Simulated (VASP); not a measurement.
Set up this calculation in VASP 6.6.1, as the native input.

```
Task                               : relaxation of cell and atoms
Functional                         : PBE0
Potentials or basis                : VASP PAW PBE potentials, release 64 (B, As)
Cutoff                             : 600 eV
k mesh                             : 5 × 5 × 5
Occupations                        : fermi-dirac, width 0.05 eV
Spin                               : no spin polarisation
Dipole correction                  : no
Grid for exact exchange (PRECFOCK) : Normal
Further INCAR settings             : ALGO = Normal; EDIFF = 1e-06; IBRION = 2; EDIFFG = -0.01; NSW = 60; ISIF = 3
Share of exact exchange            : 0.25
```

Crystal: BAs.

```xyz
2
Lattice="2.9570 0.0000 0.0000 0.0000 2.9570 0.0000 0.0000 0.0000 2.9570" Properties=species:S:1:pos:R:3 pbc="T T T"
B     1.4785    1.4785    1.4785
As    0.0000    0.0000    0.0000
```

These files were run (other wordings do the same):

POSCAR

```
BAs
1.0
    2.9570103300      0.0000000000      0.0000000000
    0.0000000000      2.9570103300      0.0000000000
    0.0000000000      0.0000000000      2.9570103300
B As
1 1
Direct
    0.5000000000      0.5000000000      0.5000000000
    0.0000000000      0.0000000000      0.0000000000
```

INCAR.step1

```
PREC = Accurate
ENCUT = 600
EDIFF = 1E-5
ISMEAR = -1
SIGMA = 0.05
LREAL = False
LASPH = True
NELM = 80
ALGO = Normal
LWAVE = True
LCHARG = False
GGA = PE
NBANDS = 11
```

INCAR.step2

```
PREC = Accurate
ENCUT = 600
EDIFF = 1E-6
ISMEAR = -1
SIGMA = 0.05
LREAL = False
LASPH = True
NELM = 80
ALGO = Normal
ISIF = 3
LWAVE = False
LCHARG = False
GGA = PE
LHFCALC = True
AEXX = 0.25
PRECFOCK = Normal
IBRION = 2
NSW = 60
EDIFFG = -0.01
ISTART = 1
```

KPOINTS

```
Automatic mesh
0
Gamma
  5 5 5
```

Potentials or basis: VASP PAW PBE potentials, release 64 (B, As).

Launch:

```sh
$ cat potpaw_PBE.64/B/POTCAR potpaw_PBE.64/As/POTCAR > POTCAR
$ cp INCAR.step1 INCAR
$ mpirun -np 1 vasp_std > vasp.out
$ cp INCAR.step2 INCAR
$ mpirun -np 1 vasp_std > vasp.out
```

Results of the run:

The relaxed volume is 11.84 Å³/atom, the relaxed cell is a = 2.872 Å, b = 2.872 Å, c = 2.872 Å, α = 90.00°, β = 90.00°, γ = 90.00° and the space group after relaxing (to 0.1 Å) is Pm-3m (No. 221). The energy gained by relaxing is 35.8 meV/atom and the ionic steps are 3. The pressure after relaxing is 0.0 GPa and the band gap on the k mesh is zero (bands 4 and 5 overlap by 4.74 eV).

Caveat: the k points lie up to 0.44 Å⁻¹ apart in the final cell, too coarse for converged energies and pressures of a metal; the PAW data sets were made with another functional, which shifts forces and pressure a little.

It took 7.8 min on 1 thread of Intel(R) Xeon(R) Platinum 8488C (Sapphire Rapids) (shared host), peak memory 0.15 GiB.
